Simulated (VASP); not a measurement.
# SrCl2 (Fm-3m) in VASP: settings compared

The runs below take SrCl2 through single point, with PBEsol, r2SCAN.

Everything below comes from runs of VASP 6.6.1. Logs are shortened: lines on timing, memory, paths and dates and some standing lists are left out, and cuts for length are marked.

### 1 The cell of the first run

It takes space group Fm-3m (No. 225, cubic). Conventional cell: a = 6.977 Å, b = 6.977 Å, c = 6.977 Å, α = 90.00°, β = 90.00°, γ = 90.00°. Sr (site symmetry m-3m) has 8 Cl at 3.02 Å within 4.0 Å. Cl (site symmetry -43m) has 4 Sr at 3.02 Å and 6 Cl at 3.49 Å within 4.0 Å.

### 2 Single point, PBEsol

File INCAR:

```
SYSTEM = SrCl2
PREC = Accurate ; ENCUT = 520
EDIFF = 1E-6 ; ISMEAR = 0
SIGMA = 0.01 ; LREAL = .FALSE.
LASPH = .TRUE. ; NELM = 60
ALGO = Normal ; ISIF = 2
LWAVE = .FALSE. ; LCHARG = .FALSE.
GGA = PS ; NBANDS = 19
```

File KPOINTS:

```
Automatic mesh
0
G
  6 6 6
  0 0 0
```

File POSCAR:

```
SrCl2
1.0
    0.0000000000      3.4883500000      3.4883500000
    3.4883500000      0.0000000000      3.4883500000
    3.4883500000      3.4883500000      0.0000000000
Sr Cl
1 2
Direct
    0.0000000000      0.0000000000      0.0000000000
    0.7500000000      0.7500000000      0.7500000000
    0.2500000000      0.2500000000      0.2500000000
```

Potentials or basis: VASP PAW PBE potentials, release 64 (Sr_sv, Cl).

Run with:

```
$ cat potpaw_PBE.64/Sr_sv/POTCAR potpaw_PBE.64/Cl/POTCAR > POTCAR
$ mpirun -np 1 vasp_std > vasp.out
```

OUTCAR:

```text
SYSTEM = SrCl2
   PREC = Accurate
   ENCUT = 520
   EDIFF = 1E-6
   ISMEAR = 0
   LREAL = .FALSE.
   LASPH = .TRUE.
   NELM = 60
   ISIF = 2
   GGA = PS

 ion  position               nearest neighbor table
   1  0.000  0.000  0.000-   2 3.02   2 3.02   2 3.02   2 3.02   3 3.02   3 3.02   3 3.02   3 3.02

   2  0.750  0.750  0.750-   1 3.02   1 3.02   1 3.02   1 3.02
   3  0.250  0.250  0.250-   1 3.02   1 3.02   1 3.02   1 3.02

  LATTYP: Found a face centered cubic cell.
 ALAT       =     6.9767000000

  Lattice vectors:

 A1 = (   0.0000000000,   3.4883500000,   3.4883500000)
 A2 = (   3.4883500000,   0.0000000000,   3.4883500000)
 A3 = (   3.4883500000,   3.4883500000,   0.0000000000)

Analysis of symmetry for initial positions (statically):
=====================================================================
 Subroutine PRICEL returns:
 Original cell was already a primitive cell.

 Routine SETGRP: Setting up the symmetry group for a
 face centered cubic supercell.

 Subroutine GETGRP returns: Found 48 space group operations
 (whereof 48 operations were pure point group operations)
 out of a pool of 48 trial point group operations.

The static configuration has the point symmetry O_h .

Analysis of symmetry for dynamics (positions and initial velocities):
=====================================================================
 Subroutine PRICEL returns:
 Original cell was already a primitive cell.

 Routine SETGRP: Setting up the symmetry group for a
 face centered cubic supercell.

 Subroutine GETGRP returns: Found 48 space group operations
 (whereof 48 operations were pure point group operations)
 out of a pool of 48 trial point group operations.

The dynamic configuration has the point symmetry O_h .

 Subroutine INISYM returns: Found 48 space group operations
 (whereof 48 operations are pure point group operations),
 and found     1 'primitive' translations

----------------------------------------------------------------------------------------

                                     Primitive cell

  volume of cell :      84.8966

  direct lattice vectors                    reciprocal lattice vectors
     0.000000000  3.488350000  3.488350000    -0.143334241  0.143334241  0.143334241
     3.488350000  0.000000000  3.488350000     0.143334241 -0.143334241  0.143334241
     3.488350000  3.488350000  0.000000000     0.143334241  0.143334241 -0.143334241

  length of vectors
     4.933271880  4.933271880  4.933271880     0.248262188  0.248262188  0.248262188

  position of ions in fractional coordinates (direct lattice)
     0.000000000  0.000000000  0.000000000
     0.750000000  0.750000000  0.750000000
     0.250000000  0.250000000  0.250000000

  ion indices of the primitive-cell ions
   primitive index   ion index
                 1           1
                 2           2
                 3           3

----------------------------------------------------------------------------------------

 KPOINTS: Automatic mesh

Automatic generation of k-mesh.
 Grid dimensions read from file:
 generate k-points for:    6    6    6

 Generating k-lattice:

  Cartesian coordinates                     Fractional coordinates (reciprocal lattice)
    -0.023889040  0.023889040  0.023889040     0.166666667  0.000000000  0.000000000
     0.023889040 -0.023889040  0.023889040     0.000000000  0.166666667  0.000000000
     0.023889040  0.023889040 -0.023889040     0.000000000  0.000000000  0.166666667

  Length of vectors
     0.041377031  0.041377031  0.041377031

  Shift w.r.t. Gamma in fractional coordinates (k-lattice)
     0.000000000  0.000000000  0.000000000

 Subroutine IBZKPT returns following result:
 ===========================================

 Found     16 irreducible k-points:

 Following reciprocal coordinates:
            Coordinates               Weight
  0.000000  0.000000  0.000000      1.000000
  0.166667  0.000000  0.000000      8.000000
  0.333333  0.000000  0.000000      8.000000
  0.500000  0.000000  0.000000      4.000000
  0.166667  0.166667  0.000000      6.000000
  0.333333  0.166667  0.000000     24.000000
[... 8 lines left out ...]
 -0.333333  0.333333  0.166667     24.000000
 -0.333333  0.500000  0.166667     12.000000
   k-points           NKPTS =     16   k-points in BZ     NKDIM =     16   number of bands    NBANDS=     19
   number of dos      NEDOS =    301   number of ions     NIONS =      3
   total plane-waves  NPLWV =  64000
   dimension x,y,z NGX =    40 NGY =   40 NGZ =   40
   dimension x,y,z NGXF=    80 NGYF=   80 NGZF=   80
   ions per type =               1   2
   NGX,Y,Z   is equivalent  to a cutoff of  13.48, 13.48, 13.48 a.u.
   NGXF,Y,Z  is equivalent  to a cutoff of  26.96, 26.96, 26.96 a.u.
 SYSTEM =  SrCl2
   PREC   = accura    normal or accurate (medium, high low for compatibility)
   ISTART =      0    job   : 0-new  1-cont  2-samecut
   ICHARG =      2    charge: 1-file 2-atom 10-const
   ISPIN  =      1    spin polarized calculation?
   LNONCOLLINEAR =      F non collinear calculations
   LSORBIT =      F    spin-orbit coupling
   LASPH  =      T    aspherical Exc in radial PAW
   ENCUT  =  520.0 eV  38.22 Ry    6.18 a.u.   9.17  9.17  9.17*2*pi/ulx,y,z
   NELM   =     60;   NELMIN=  2; NELMDL= -5     # of ELM steps
   EDIFF  = 0.1E-05   stopping-criterion for ELM
   LREAL  =      F    real-space projection
   EDIFFG = 0.1E-04   stopping-criterion for IOM
   NSW    =      0    number of steps for IOM
   IBRION =     -1    ionic relax: 0-MD 1-quasi-New 2-CG
   NFREE  =      0    steps in history (QN), initial steepest desc. (CG)
   ISIF   =      2    stress and relaxation
   ISYM   =      2    0-nonsym 1-usesym 2-fastsym
   POTIM  = 0.5000    time-step for ionic-motion
   TEBEG  =    0.0;   TEEND  =   0.0 temperature during run
   PSTRESS=    0.0 pullay stress
   NELECT =      24.0000    total number of electrons
   NUPDOWN=      -1.0000    fix difference up-down
   EMIN   =  10.00;   EMAX   =-10.00  energy-range for DOS
   EFERMI =   0.00;   METHOD = LEGACY
   ISMEAR =     0;   SIGMA  =   0.01  broadening in eV -4-tet -1-fermi 0-gaus
   EFERMI_NEDOS =   21; number of points for ismear=-14 and -15
   IALGO  =     38    algorithm
   IMIX   =      4    mixing-type and parameters
     AMIX     =   0.40;   BMIX     =  1.00
     AMIX_MAG =   1.60;   BMIX_MAG =  1.00
  volume/ion in A,a.u.               =      28.30       190.97
  Fermi-wavevector in a.u.,A,eV,Ry     =   1.074439  2.030396 15.706833  1.154420
  Thomas-Fermi vector in A             =   2.210267
   LORBIT       =      0    0 simple, 1 ext, 2 COOP (PROOUT), +10 PAW based schemes
   GGA     = PS    functional components
   LHFCALC =     F    Hartree Fock is set to
   AEXX    =    0.0000 exact exchange contribution
   IVDW    =     0    specifies the selected vdW correction
   LEPSILON=     F    determine dielectric tensor
   LRPA    =     F    only Hartree local field effects (RPA)
 non-spin polarized calculation
 Gauss-broadening in eV      SIGMA  =   0.01
  energy-cutoff  :      520.00
  volume of cell :       84.90
 maximum number of plane-waves:      2301
 NGX is ok and might be reduce to    40
   NGX = 19   NGY = 19   NGZ = 19

 number of electron      24.0000003 magnetization

 Free energy of the ion-electron system (eV)
  ---------------------------------------------------
  ext. energy  EPLUGINS =         0.00000000
  ---------------------------------------------------
  free energy    TOTEN  =       -13.33685416 eV

  energy without entropy =      -13.33685416  energy(sigma->0) =      -13.33685416

 E-fermi :   0.2195     XC(G=0):  -8.4910

 val. band max:        0.0835922025   @ k =   0.5000   0.5000   0.0000
 cond. band min:       5.2167449090   @ k =   0.0000   0.0000   0.0000
 fundamental gap:      5.1331527064
 Fermi energy:         0.2195372675

 k-point     1 :       0.0000    0.0000    0.0000
  band No.  band energies     occupation
      1     -32.7169      2.00000
      2     -14.7331      2.00000
      3     -14.7331      2.00000
      4     -14.7331      2.00000
      5     -13.2132      2.00000
      6     -12.3454      2.00000
[... 11 lines left out ...]
     18       8.9610      0.00000
     19       9.3598      0.00000

 k-point     2 :       0.1667    0.0000    0.0000
  band No.  band energies     occupation
      1     -32.7161      2.00000
      2     -14.8261      2.00000
      3     -14.7367      2.00000
      4     -14.7367      2.00000
      5     -13.0566      2.00000
      6     -12.4032      2.00000
[... 11 lines left out ...]
     18       8.7397      0.00000
     19       9.8155      0.00000

 k-point     3 :       0.3333    0.0000    0.0000
  band No.  band energies     occupation
      1     -32.7145      2.00000
      2     -14.9711      2.00000
      3     -14.7439      2.00000
      4     -14.7439      2.00000
      5     -12.8373      2.00000
      6     -12.4559      2.00000
[... 11 lines left out ...]
     18       8.6032      0.00000
     19       9.0659      0.00000

 k-point     4 :       0.5000    0.0000    0.0000
  band No.  band energies     occupation
      1     -32.7136      2.00000
      2     -15.0305      2.00000
      3     -14.7475      2.00000
      4     -14.7475      2.00000
      5     -12.8066      2.00000
      6     -12.4113      2.00000
[... 231 lines left out ...]
     18       8.6711      0.00000
     19       9.7703      0.00000

 k-point    15 :      -0.3333    0.3333    0.1667
  band No.  band energies     occupation
      1     -32.7128      2.00000
      2     -14.9662      2.00000
      3     -14.8968      2.00000
      4     -14.7607      2.00000
      5     -12.5966      2.00000
      6     -12.5010      2.00000
[... 11 lines left out ...]
     18       9.0852      0.00000
     19       9.8590      0.00000

 k-point    16 :      -0.3333    0.5000    0.1667
  band No.  band energies     occupation
      1     -32.7125      2.00000
      2     -15.0201      2.00000
      3     -14.8574      2.00000
      4     -14.7679      2.00000
      5     -12.5901      2.00000
      6     -12.4778      2.00000
[... 11 lines left out ...]
     18       9.4913      0.00000
     19       9.9416      0.00000

------------------------ aborting loop because EDIFF is reached ----------------------------------------

  FORCE on cell =-STRESS in cart. coord.  units (eV):
  Direction    XX          YY          ZZ          XY          YZ          ZX
  --------------------------------------------------------------------------------------
  -------------------------------------------------------------------------------------
  Total       -0.4991022     -0.4991022     -0.4991022      0.0000000      0.0000000      0.0000000
  in kB       -9.4191109     -9.4191109     -9.4191109      0.0000000      0.0000000      0.0000000
  external PRESSURE =      -9.4191109 kB  Pullay stress =       0.0000000 kB

 VOLUME and BASIS-vectors are now :
 -----------------------------------------------------------------------------
  energy-cutoff  :      520.00
  volume of cell :       84.90
      direct lattice vectors                 reciprocal lattice vectors
     0.000000000  3.488350000  3.488350000    -0.143334241  0.143334241  0.143334241
     3.488350000  0.000000000  3.488350000     0.143334241 -0.143334241  0.143334241
     3.488350000  3.488350000  0.000000000     0.143334241  0.143334241 -0.143334241

 POSITION                                       TOTAL-FORCE (eV/Angst)
 -----------------------------------------------------------------------------------
      0.00000      0.00000      0.00000        -0.000000     -0.000000      0.000000
      5.23252      5.23252      5.23252        -0.000000     -0.000000     -0.000000
      1.74418      1.74418      1.74418         0.000000      0.000000      0.000000
 -----------------------------------------------------------------------------------
    total drift:                               -0.000000     -0.000000      0.000000

  FREE ENERGIE OF THE ION-ELECTRON SYSTEM (eV)
  ---------------------------------------------------
  free  energy   TOTEN  =       -13.3368541614 eV

  energy  without entropy=      -13.3368541614  energy(sigma->0) =      -13.33685416
```

It took 46 s on 1 thread of Intel Xeon 8259CL, shared host; peak memory 0.24 GiB.

Results:

| Quantity | Value |
| --- | --- |
| Free energy | -13.3369 eV |
| Pressure | -0.9 GPa |
| Band gap on the k mesh | 5.13 eV (least direct gap 5.36 eV) |

Caveat: the PAW data sets were made with another functional, which shifts forces and pressure a little.

### 3 Single point, r2SCAN

POSCAR is that of step 2.

File INCAR.step1:

```
SYSTEM = SrCl2
  PREC = Accurate
  ENCUT = 520
  ISMEAR = 0
  SIGMA = 0.01
  LREAL = .FALSE.
  LASPH = .TRUE.
  NELM = 100
  NBANDS = 19
  GGA = PE
  ALGO = Normal
  EDIFF = 1E-4
  LWAVE = .TRUE.
  LCHARG = .FALSE.
```

File INCAR.step2:

```
SYSTEM = SrCl2
  PREC = Accurate
  ENCUT = 520
  EDIFF = 1E-6
  ISMEAR = 0
  SIGMA = 0.01
  LREAL = .FALSE.
  LASPH = .TRUE.
  NELM = 100
  ALGO = Normal
  ISIF = 2
  LWAVE = .FALSE.
  LCHARG = .TRUE.
  METAGGA = R2SCAN
  LMIXTAU = .TRUE.
  LELF = .TRUE.
  LVHAR = .TRUE.
  NBANDS = 19
  ISTART = 1
```

File KPOINTS:

```
regular mesh
0
G
  6 6 6
  0 0 0
```

Potentials or basis: VASP PAW PBE potentials, release 64 (Sr_sv, Cl).

Run with:

```
$ cat potpaw_PBE.64/Sr_sv/POTCAR potpaw_PBE.64/Cl/POTCAR > POTCAR
$ cp INCAR.step1 INCAR
$ mpirun -np 1 vasp_std > vasp.out
$ cp INCAR.step2 INCAR
$ mpirun -np 1 vasp_std > vasp.out
```

OUTCAR:

```text
SYSTEM = SrCl2
   PREC = Accurate
   ENCUT = 520
   EDIFF = 1E-6
   ISMEAR = 0
   LREAL = .FALSE.
   LASPH = .TRUE.
   NELM = 100
   ISIF = 2
   METAGGA = R2SCAN
   ISTART = 1

 ion  position               nearest neighbor table
   1  0.000  0.000  0.000-   2 3.02   2 3.02   2 3.02   2 3.02   3 3.02   3 3.02   3 3.02   3 3.02

   2  0.750  0.750  0.750-   1 3.02   1 3.02   1 3.02   1 3.02
   3  0.250  0.250  0.250-   1 3.02   1 3.02   1 3.02   1 3.02

  LATTYP: Found a face centered cubic cell.
 ALAT       =     6.9767000000

  Lattice vectors:

 A1 = (   0.0000000000,   3.4883500000,   3.4883500000)
 A2 = (   3.4883500000,   0.0000000000,   3.4883500000)
 A3 = (   3.4883500000,   3.4883500000,   0.0000000000)

Analysis of symmetry for initial positions (statically):
=====================================================================
 Subroutine PRICEL returns:
 Original cell was already a primitive cell.

 Routine SETGRP: Setting up the symmetry group for a
[... 158 lines left out ...]
  free energy    TOTEN  =       -35.69594137 eV

  energy without entropy =      -35.69594137  energy(sigma->0) =      -35.69594137

 E-fermi :  -0.0961     XC(G=0):  -8.7677

 val. band max:       -0.2207747865   @ k =   0.5000   0.5000   0.0000
 cond. band min:       5.7463124643   @ k =   0.0000   0.0000   0.0000
 fundamental gap:      5.9670872508
 Fermi energy:        -0.0960694976

 k-point     1 :       0.0000    0.0000    0.0000
  band No.  band energies     occupation
      1     -34.1708      2.00000
      2     -15.5407      2.00000
      3     -15.5407      2.00000
      4     -15.5407      2.00000
      5     -14.1085      2.00000
      6     -13.2336      2.00000
[... 329 lines left out ...]
      6     -13.3584      2.00000
[... 11 lines left out ...]
     18      10.1996      0.00000
     19      10.5511      0.00000

------------------------ aborting loop because EDIFF is reached ----------------------------------------

  FORCE on cell =-STRESS in cart. coord.  units (eV):
  Direction    XX          YY          ZZ          XY          YZ          ZX
  --------------------------------------------------------------------------------------
  -------------------------------------------------------------------------------------
  Total        0.1752054      0.1752054      0.1752054     -0.0000000      0.0000000     -0.0000000
  in kB        3.3064944      3.3064944      3.3064944     -0.0000000      0.0000000     -0.0000000
  external PRESSURE =       3.3064944 kB  Pullay stress =       0.0000000 kB

 VOLUME and BASIS-vectors are now :
 -----------------------------------------------------------------------------
  energy-cutoff  :      520.00
  volume of cell :       84.90
      direct lattice vectors                 reciprocal lattice vectors
     0.000000000  3.488350000  3.488350000    -0.143334241  0.143334241  0.143334241
     3.488350000  0.000000000  3.488350000     0.143334241 -0.143334241  0.143334241
     3.488350000  3.488350000  0.000000000     0.143334241  0.143334241 -0.143334241

 POSITION                                       TOTAL-FORCE (eV/Angst)
 -----------------------------------------------------------------------------------
      0.00000      0.00000      0.00000        -0.000000     -0.000000     -0.000000
      5.23252      5.23252      5.23252        -0.000000     -0.000000     -0.000000
      1.74418      1.74418      1.74418         0.000000      0.000000      0.000000
 -----------------------------------------------------------------------------------
    total drift:                               -0.000000     -0.000000      0.000000

  FREE ENERGIE OF THE ION-ELECTRON SYSTEM (eV)
  ---------------------------------------------------
  free  energy   TOTEN  =       -35.6959413714 eV

  energy  without entropy=      -35.6959413714  energy(sigma->0) =      -35.69594137
```

OUTCAR.step1:

```text
SYSTEM = SrCl2
   PREC = Accurate
   ENCUT = 520
   ISMEAR = 0
   LREAL = .FALSE.
   LASPH = .TRUE.
[... 567 lines left out ...]
      0.00000      0.00000      0.00000         0.000000      0.000000     -0.000000
      5.23252      5.23252      5.23252        -0.000000     -0.000000     -0.000000
      1.74418      1.74418      1.74418         0.000000      0.000000      0.000000
 -----------------------------------------------------------------------------------
    total drift:                               -0.000000     -0.000000      0.000000

  FREE ENERGIE OF THE ION-ELECTRON SYSTEM (eV)
  ---------------------------------------------------
  free  energy   TOTEN  =       -12.7823308260 eV

  energy  without entropy=      -12.7823308260  energy(sigma->0) =      -12.78233083
```

Run time: 4.1 min. Hardware: 1 thread of Intel Xeon 8259CL, shared host; peak memory 0.26 GiB.

Results:

* Free energy: -35.6959 eV
* Pressure: 0.3 GPa
* Band gap on the k mesh: 5.97 eV (least direct gap 5.99 eV)

Levels at points of the mesh, in eV from the valence-band top:
| k point | band 8 | band 9 | band 10 | band 11 | band 12 | band 13 | band 14 | band 15 | band 16 | band 17 |
| --- | --- | --- | --- | --- | --- | --- | --- | --- | --- | --- |
| (0.00, 0.00, 0.00) | -2.15 | -2.15 | -0.35 | -0.35 | -0.35 | 5.97 | 6.69 | 6.69 | 9.62 | 9.62 |
| (0.50, 0.00, 0.00) | -1.58 | -1.48 | -1.35 | -1.07 | -1.07 | 7.29 | 7.29 | 8.23 | 8.26 | 9.34 |
| (0.50, 0.50, 0.00) | -1.92 | -1.92 | -0.40 | -0.40 | 0.00 | 5.99 | 7.79 | 8.22 | 8.71 | 8.71 |

Caveat: the PAW data sets were made with another functional, which shifts forces and pressure a little. A k mesh can miss the band edges.
